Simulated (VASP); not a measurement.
# YN (pbe) (I4/mmm) in VASP: further runs

YN (pbe) is run at these levels: PBE; tasks: single point.

Program: VASP 6.6.1. These are calculated values, not measurements. Logs are shortened: lines on timing, memory, paths and dates and some standing lists are left out, and cuts for length are marked.

**1. The cell of the first run**

The structure is tetragonal, space group I4/mmm (No. 139). The conventional cell has a = 3.434 Å, b = 3.434 Å, c = 4.935 Å, α = 90.00°, β = 90.00°, γ = 90.00°. Y (site symmetry 4/mmm) has 6 N at 2.43 to 2.47 Å within 3.2 Å. Within 3.2 Å of N (site symmetry 4/mmm) lie 6 Y at 2.43 to 2.47 Å.

**2. Single point, PBE (strained cell)**

INCAR

```
PREC     = Accurate       # precision mode
ENCUT    = 600            # plane-wave cutoff, eV
EDIFF    = 1E-6           # SCF threshold, eV
ISMEAR   = 0              # smearing method
SIGMA    = 0.01           # smearing width, eV
LREAL    = False          # projectors in reciprocal space
LASPH    = True           # aspherical terms in the spheres
NELM     = 120            # most SCF steps
ALGO     = Normal         # electronic algorithm
ISIF     = 2              # what is computed and relaxed
LWAVE    = False          # write WAVECAR
LCHARG   = True           # write CHGCAR
GGA      = PE             # functional
LELF     = True           # ELF
LVHAR    = True         
NBANDS   = 15             # bands
GGA_COMPAT= False
```

KPOINTS

```
Automatic mesh
0
Gamma
  10 10 10
```

POSCAR

```
YN
1.0
    0.0000000000      2.4284682095      2.4677161806
    2.4284682095      0.0000000000      2.4677161806
    2.4284682095      2.4284682095      0.0000000000
Y N
1 1
Direct
    0.0000000000      0.0000000000      0.0000000000
    0.5000000000      0.5000000000      0.5000000000
```

Potentials or basis: VASP PAW PBE potentials, release 64 (Y_sv, N).

Started as:

```bash
> cat potpaw_PBE.64/Y_sv/POTCAR potpaw_PBE.64/N/POTCAR > POTCAR
> mpirun -np 1 vasp_std > vasp.out
```

OUTCAR:

```text
PREC = Accurate
   ENCUT = 600
   EDIFF = 1E-6
   ISMEAR = 0
   LREAL = False
   LASPH = True
   NELM = 120
   ISIF = 2
   GGA = PE

 ion  position               nearest neighbor table
   1  0.000  0.000  0.000-   2 2.43   2 2.43   2 2.43   2 2.43   2 2.47   2 2.47
   2  0.500  0.500  0.500-   1 2.43   1 2.43   1 2.43   1 2.43   1 2.47   1 2.47

  LATTYP: Found a body centered tetragonal cell.
 ALAT       =     3.4343726777
 C/A-ratio  =     1.4370695392

  Lattice vectors:

 A1 = (  -2.4284682095,   0.0000000000,   2.4677161806)
 A2 = (   2.4284682095,   0.0000000000,   2.4677161806)
 A3 = (   0.0000000000,   2.4284682095,  -2.4677161806)

Analysis of symmetry for initial positions (statically):
=====================================================================
 Subroutine PRICEL returns:
 Original cell was already a primitive cell.

 Routine SETGRP: Setting up the symmetry group for a
 body centered tetragonal supercell.

 Subroutine GETGRP returns: Found 16 space group operations
 (whereof 16 operations were pure point group operations)
 out of a pool of 16 trial point group operations.

The static configuration has the point symmetry D_4h.

Analysis of symmetry for dynamics (positions and initial velocities):
=====================================================================
 Subroutine PRICEL returns:
 Original cell was already a primitive cell.

 Routine SETGRP: Setting up the symmetry group for a
 body centered tetragonal supercell.

 Subroutine GETGRP returns: Found 16 space group operations
 (whereof 16 operations were pure point group operations)
 out of a pool of 16 trial point group operations.

The dynamic configuration has the point symmetry D_4h.

 Subroutine INISYM returns: Found 16 space group operations
 (whereof 16 operations are pure point group operations),
 and found     1 'primitive' translations

----------------------------------------------------------------------------------------

                                     Primitive cell

  volume of cell :      29.1065

  direct lattice vectors                    reciprocal lattice vectors
     0.000000000  2.428468210  2.467716181    -0.205891104  0.205891104  0.202616494
     2.428468210  0.000000000  2.467716181     0.205891104 -0.205891104  0.202616494
     2.428468210  2.428468210  0.000000000     0.205891104  0.205891104 -0.202616494

  length of vectors
     3.462236415  3.462236415  3.434372678     0.354733332  0.354733332  0.354733332

  position of ions in fractional coordinates (direct lattice)
     0.000000000  0.000000000  0.000000000
     0.500000000  0.500000000  0.500000000

  ion indices of the primitive-cell ions
   primitive index   ion index
                 1           1
                 2           2

----------------------------------------------------------------------------------------

 KPOINTS: Automatic mesh

Automatic generation of k-mesh.
 Grid dimensions read from file:
 generate k-points for:   10   10   10

 Generating k-lattice:

  Cartesian coordinates                     Fractional coordinates (reciprocal lattice)
    -0.020589110  0.020589110  0.020261649     0.100000000 -0.000000000  0.000000000
     0.020589110 -0.020589110  0.020261649    -0.000000000  0.100000000  0.000000000
     0.020589110  0.020589110 -0.020261649     0.000000000  0.000000000  0.100000000

  Length of vectors
     0.035473333  0.035473333  0.035473333

  Shift w.r.t. Gamma in fractional coordinates (k-lattice)
     0.000000000  0.000000000  0.000000000

 Subroutine IBZKPT returns following result:
 ===========================================

 Found    102 irreducible k-points:

 Following reciprocal coordinates:
            Coordinates               Weight
  0.000000  0.000000  0.000000      1.000000
  0.100000 -0.000000  0.000000      8.000000
  0.200000 -0.000000  0.000000      8.000000
  0.300000 -0.000000  0.000000      8.000000
  0.400000 -0.000000  0.000000      8.000000
  0.500000 -0.000000  0.000000      4.000000
[... 16 lines left out ...]
  0.300000  0.300000  0.000000      2.000000
  0.400000  0.300000  0.000000      8.000000
 [... further k-points ...]
   k-points           NKPTS =    102   k-points in BZ     NKDIM =    102   number of bands    NBANDS=     15
   number of dos      NEDOS =    301   number of ions     NIONS =      2
   total plane-waves  NPLWV =  21952
   dimension x,y,z NGX =    28 NGY =   28 NGZ =   28
   dimension x,y,z NGXF=    56 NGYF=   56 NGZF=   56
   ions per type =               1   1
   NGX,Y,Z   is equivalent  to a cutoff of  13.44, 13.44, 13.55 a.u.
   NGXF,Y,Z  is equivalent  to a cutoff of  26.89, 26.89, 27.11 a.u.
 SYSTEM =  unknown system
   PREC   = accura    normal or accurate (medium, high low for compatibility)
   ISTART =      0    job   : 0-new  1-cont  2-samecut
   ICHARG =      2    charge: 1-file 2-atom 10-const
   ISPIN  =      1    spin polarized calculation?
   LNONCOLLINEAR =      F non collinear calculations
   LSORBIT =      F    spin-orbit coupling
   LASPH  =      T    aspherical Exc in radial PAW
   ENCUT  =  600.0 eV  44.10 Ry    6.64 a.u.   6.91  6.91  6.86*2*pi/ulx,y,z
   NELM   =    120;   NELMIN=  2; NELMDL= -5     # of ELM steps
   EDIFF  = 0.1E-05   stopping-criterion for ELM
   LREAL  =      F    real-space projection
   EDIFFG = 0.1E-04   stopping-criterion for IOM
   NSW    =      0    number of steps for IOM
   IBRION =     -1    ionic relax: 0-MD 1-quasi-New 2-CG
   NFREE  =      0    steps in history (QN), initial steepest desc. (CG)
   ISIF   =      2    stress and relaxation
   ISYM   =      2    0-nonsym 1-usesym 2-fastsym
   POTIM  = 0.5000    time-step for ionic-motion
   TEBEG  =    0.0;   TEEND  =   0.0 temperature during run
   PSTRESS=    0.0 pullay stress
   NELECT =      16.0000    total number of electrons
   NUPDOWN=      -1.0000    fix difference up-down
   EMIN   =  10.00;   EMAX   =-10.00  energy-range for DOS
   EFERMI =   0.00;   METHOD = LEGACY
   ISMEAR =     0;   SIGMA  =   0.01  broadening in eV -4-tet -1-fermi 0-gaus
   EFERMI_NEDOS =   21; number of points for ismear=-14 and -15
   IALGO  =     38    algorithm
   IMIX   =      4    mixing-type and parameters
     AMIX     =   0.40;   BMIX     =  1.00
     AMIX_MAG =   1.60;   BMIX_MAG =  1.00
  volume/ion in A,a.u.               =      14.55        98.21
  Fermi-wavevector in a.u.,A,eV,Ry     =   1.341070  2.534255 24.469656  1.798469
  Thomas-Fermi vector in A             =   2.469333
   LORBIT       =      0    0 simple, 1 ext, 2 COOP (PROOUT), +10 PAW based schemes
   GGA     = PE    functional components
   LHFCALC =     F    Hartree Fock is set to
   AEXX    =    0.0000 exact exchange contribution
   IVDW    =     0    specifies the selected vdW correction
   LEPSILON=     F    determine dielectric tensor
   LRPA    =     F    only Hartree local field effects (RPA)
 non-spin polarized calculation
 Gauss-broadening in eV      SIGMA  =   0.01
  energy-cutoff  :      600.00
  volume of cell :       29.11
 maximum number of plane-waves:       993
   NGX = 13   NGY = 13   NGZ = 13

 number of electron      16.0000001 magnetization

 Free energy of the ion-electron system (eV)
  ---------------------------------------------------
  ext. energy  EPLUGINS =         0.00000000
  ---------------------------------------------------
  free energy    TOTEN  =       -18.22379620 eV

  energy without entropy =      -18.22379620  energy(sigma->0) =      -18.22379620

 E-fermi :   4.2687     XC(G=0): -11.2638

 val. band max:        4.1988286241   @ k =   0.0000   0.0000   0.0000
 cond. band min:       4.3440486708   @ k =   0.5000   0.0000   0.5000
 fundamental gap:      0.1452200467
 Fermi energy:         4.2687273264

 k-point     1 :       0.0000    0.0000    0.0000
  band No.  band energies     occupation
      1     -36.6390      2.00000
      2     -16.2893      2.00000
      3     -16.2745      2.00000
      4     -16.2745      2.00000
      5      -8.7493      2.00000
      6       4.1297      2.00000
      7       4.1988      2.00000
      8       4.1988      2.00000
      9       7.2290      0.00000
     10       7.3710      0.00000
     11       7.3710      0.00000
     12       8.3013      0.00000
     13       9.2738      0.00000
     14       9.4122      0.00000
     15      15.0239      0.00000

 k-point     2 :       0.1000   -0.0000    0.0000
  band No.  band energies     occupation
      1     -36.6276      2.00000
      2     -16.4052      2.00000
      3     -16.2936      2.00000
      4     -16.2816      2.00000
      5      -8.5730      2.00000
      6       3.5459      2.00000
      7       3.8161      2.00000
      8       3.8562      2.00000
      9       7.3819      0.00000
     10       7.5486      0.00000
     11       7.6094      0.00000
     12       8.8784      0.00000
     13       9.7781      0.00000
     14       9.9263      0.00000
     15      15.6739      0.00000

 k-point     3 :       0.2000   -0.0000    0.0000
  band No.  band energies     occupation
      1     -36.5975      2.00000
      2     -16.7135      2.00000
      3     -16.3183      2.00000
      4     -16.2999      2.00000
      5      -8.1240      2.00000
      6       2.3423      2.00000
      7       3.1265      2.00000
      8       3.1604      2.00000
      9       7.6228      0.00000
     10       8.2027      0.00000
     11       8.2468      0.00000
     12      10.0959      0.00000
     13      10.9747      0.00000
     14      11.1532      0.00000
     15      17.2124      0.00000

 k-point     4 :       0.3000   -0.0000    0.0000
  band No.  band energies     occupation
      1     -36.5599      2.00000
      2     -17.0618      2.00000
      3     -16.3482      2.00000
      4     -16.3222      2.00000
      5      -7.5807      2.00000
      6       1.1934      2.00000
      7       2.4858      2.00000
      8       2.5084      2.00000
      9       8.1809      0.00000
     10       9.1590      0.00000
     11       9.1594      0.00000
     12      11.1933      0.00000
     13      12.3738      0.00000
     14      12.6089      0.00000
     15      18.1819      0.00000
[... 307 lines left out ...]
 k-point    22 :      -0.2000    0.2000    0.0000
  band No.  band energies     occupation
      1     -36.5465      2.00000
      2     -17.0177      2.00000
      3     -16.5410      2.00000
      4     -16.3075      2.00000
      5      -7.5510      2.00000
      6       1.1593      2.00000
      7       2.2669      2.00000
      8       2.8852      2.00000
      9       8.1062      0.00000
     10       8.7583      0.00000
     11       9.8112      0.00000
     12      10.4754      0.00000
     13      12.8419      0.00000
     14      13.7008      0.00000
     15      18.7657      0.00000

 k-point    23 :       0.3000    0.3000    0.0000
  band No.  band energies     occupation
      1     -36.5381      2.00000
      2     -16.9272      2.00000
      3     -16.4811      2.00000
      4     -16.4811      2.00000
      5      -8.0397      2.00000
      6       1.5762      2.00000
      7       3.7222      2.00000
      8       3.7222      2.00000
      9       5.1202      0.00000
     10      10.3047      0.00000
     11      10.3989      0.00000
     12      10.7579      0.00000
     13      10.7579      0.00000
     14      14.1928      0.00000
     15      19.6657      0.00000

 k-point    24 :       0.4000    0.3000    0.0000
  band No.  band energies     occupation
      1     -36.5145      2.00000
      2     -17.0376      2.00000
      3     -16.5528      2.00000
      4     -16.5121      2.00000
      5      -8.0079      2.00000
      6       1.7585      2.00000
      7       3.2504      2.00000
      8       3.5244      2.00000
      9       5.3474      0.00000
     10      10.9290      0.00000
     11      11.0377      0.00000
     12      11.3272      0.00000
     13      11.3282      0.00000
     14      14.4375      0.00000
     15      17.7036      0.00000

 [... further k-points ...]
[... 5 lines left out ...]
  --------------------------------------------------------------------------------------
  -------------------------------------------------------------------------------------
  Total        0.6296277      0.6296277     -0.0797156      0.0000000     -0.0000000     -0.0000000
  in kB       34.6580685     34.6580685     -4.3879729      0.0000000     -0.0000000     -0.0000000
  external PRESSURE =      21.6427214 kB  Pullay stress =       0.0000000 kB

 VOLUME and BASIS-vectors are now :
 -----------------------------------------------------------------------------
  energy-cutoff  :      600.00
  volume of cell :       29.11
      direct lattice vectors                 reciprocal lattice vectors
     0.000000000  2.428468210  2.467716181    -0.205891104  0.205891104  0.202616494
     2.428468210  0.000000000  2.467716181     0.205891104 -0.205891104  0.202616494
     2.428468210  2.428468210  0.000000000     0.205891104  0.205891104 -0.202616494

 POSITION                                       TOTAL-FORCE (eV/Angst)
 -----------------------------------------------------------------------------------
      0.00000      0.00000      0.00000         0.000000      0.000000      0.000000
      2.42847      2.42847      2.46772        -0.000000     -0.000000     -0.000000
 -----------------------------------------------------------------------------------
    total drift:                                0.000000      0.000000      0.000000

  FREE ENERGIE OF THE ION-ELECTRON SYSTEM (eV)
  ---------------------------------------------------
  free  energy   TOTEN  =       -18.2237962019 eV

  energy  without entropy=      -18.2237962019  energy(sigma->0) =      -18.22379620
```

Run time: 75 s. Hardware: 1 thread of AMD EPYC 7R43 (Zen 3), shared host; peak memory 0.19 GiB.

What came out:

- Free energy: -18.2238 eV
- Pressure: 2.2 GPa
- Band gap on the k mesh: 0.15 eV, indirect (least direct gap 0.53 eV)

Stress tensor (GPa, compression positive):
```
 3.47  0.00  0.00
 0.00  3.47  0.00
 0.00  0.00 -0.44
```

Levels at points of the mesh, in eV from the valence-band top:
```
           k point  band 6  band 7  band 8  band 9  band 10  band 11
(0.00, 0.00, 0.00)   -0.07    0.00    0.00    3.03     3.17     3.17
(0.50, 0.00, 0.00)   -4.11   -2.29   -2.28    5.69     6.34     6.42
(0.50, 0.50, 0.00)   -1.61   -0.37   -0.37    0.19     6.85     7.22
(0.50, 0.00, 0.50)   -1.47   -0.47   -0.39    0.15     6.80     7.30
```

Caveat: the cell differs from its parent crystal (strained cell). A k mesh can miss the band edges.

**3. Single point, PBE (strained cell)**

INCAR

```
SYSTEM = YN
PREC = Accurate ; ENCUT = 600
EDIFF = 1E-6 ; ISMEAR = 0
SIGMA = 0.01 ; LREAL = .FALSE.
LASPH = .TRUE. ; NELM = 120
ALGO = Normal ; ISIF = 2
LWAVE = .FALSE. ; LCHARG = .TRUE.
GGA = PE ; LELF = .TRUE.
LVHAR = .TRUE. ; NBANDS = 15
GGA_COMPAT = .FALSE.
```

KPOINTS

```
regular mesh
0
G
  10 10 10
  0 0 0
```

POSCAR

```
YN
1.0
    0.0000000000      2.4284682095      2.4645537003
    2.4284682095      0.0000000000      2.4645537003
    2.4284682095      2.4284682095      0.0000000000
Y N
1 1
Direct
    0.0000000000      0.0000000000      0.0000000000
    0.5000000000      0.5000000000      0.5000000000
```

Potentials or basis: VASP PAW PBE potentials, release 64 (Y_sv, N).

Started as:

```bash
> cat potpaw_PBE.64/Y_sv/POTCAR potpaw_PBE.64/N/POTCAR > POTCAR
> mpirun -np 1 vasp_std > vasp.out
```

Run time: 78 s. Hardware: 1 thread of AMD EPYC 7R43 (Zen 3), shared host; peak memory 0.19 GiB.

The run converged. Its results:

```yaml
Free_energy: -18.2238 eV
Pressure: 2.4 GPa
Band_gap_on_the_k_mesh: 0.15 eV, indirect (least direct gap 0.53 eV)
```

Stress tensor (GPa, compression positive):
```
 3.57  0.00  0.00
 0.00  3.57  0.00
 0.00  0.00 -0.05
```

Levels at points of the mesh, in eV from the valence-band top:
```
           k point  band 6  band 7  band 8  band 9  band 10  band 11
(0.00, 0.00, 0.00)   -0.06    0.00    0.00    3.04     3.17     3.17
(0.50, 0.00, 0.00)   -4.12   -2.29   -2.28    5.70     6.35     6.42
(0.50, 0.50, 0.00)   -1.60   -0.37   -0.37    0.19     6.86     7.23
(0.50, 0.00, 0.50)   -1.47   -0.46   -0.39    0.15     6.81     7.31
```

Caveat: the cell differs from its parent crystal (strained cell). A k mesh can miss the band edges.

**4. Single point, PBE (strained cell)**

INCAR

```
PREC = Accurate ; ENCUT = 600
EDIFF = 1E-6 ; ISMEAR = 0
SIGMA = 0.01 ; LREAL = F
LASPH = T ; NELM = 120
ALGO = Normal ; ISIF = 2
LWAVE = F ; LCHARG = F
GGA = PE ; NBANDS = 15
GGA_COMPAT = F
```

KPOINTS

```
Automatic mesh
0
Gamma
  10 10 10
```

POSCAR

```
YN
1.0
    0.0000000000      2.4284682095      2.4661495158
    2.4284682095      0.0000000000      2.4661495158
    2.4284682095      2.4284682095      0.0000000000
Y N
1 1
Direct
    0.0000000000      0.0000000000      0.0000000000
    0.5000000000      0.5000000000      0.5000000000
```

Started as:

```bash
> cat potpaw_PBE.64/Y_sv/POTCAR potpaw_PBE.64/N/POTCAR > POTCAR
> mpirun -np 1 vasp_std > vasp.out
```

It took 74 s on 1 thread of AMD EPYC 7R43 (Zen 3), shared host; peak memory 0.19 GiB.

It converged, with:

```yaml
Free_energy: -18.2238 eV
Pressure: 2.3 GPa
Band_gap_on_the_k_mesh: 0.15 eV, indirect (least direct gap 0.53 eV)
```

Stress tensor (GPa, compression positive):
```
 3.52  0.00  0.00
 0.00  3.52  0.00
 0.00  0.00 -0.25
```

Levels at points of the mesh, in eV from the valence-band top:
```csv
k point,band 4,band 5,band 6,band 7,band 8,band 9,band 10,band 11,band 12,band 13
"(0.00, 0.00, 0.00)",-20.47,-12.95,-0.07,0.00,0.00,3.04,3.17,3.17,4.11,5.08
"(0.50, 0.00, 0.00)",-20.54,-11.16,-4.11,-2.29,-2.28,5.70,6.34,6.42,6.74,10.05
"(0.50, 0.50, 0.00)",-20.78,-12.51,-1.60,-0.37,-0.37,0.19,6.86,7.23,7.92,7.92
"(0.50, 0.00, 0.50)",-20.81,-12.51,-1.47,-0.46,-0.39,0.15,6.81,7.30,7.83,8.01
```

Caveat: the cell differs from its parent crystal (strained cell). A k mesh can miss the band edges.

**5. The runs side by side**

```csv
cell,gap on the mesh (eV),pressure (GPa)
"a = 3.462, b = 3.462, c = 3.434 Å, angles 60.3, 60.3, 59.5°, 2 atoms",0.15,2.2
"a = 3.460, b = 3.460, c = 3.434 Å, angles 60.2, 60.2, 59.5°, 2 atoms",0.15,2.4
"a = 3.461, b = 3.461, c = 3.434 Å, angles 60.3, 60.3, 59.5°, 2 atoms",0.15,2.3
```

Alike in all rows: task single point; level PBE; potentials or basis VASP PAW PBE potentials, release 64 (Y_sv, N); no spin polarisation; k mesh 10 × 10 × 10; cutoff (eV) 600; smearing gaussian 0.01 eV.

Total energies depend on the potentials used, so only differences within one code and one set of settings carry meaning.
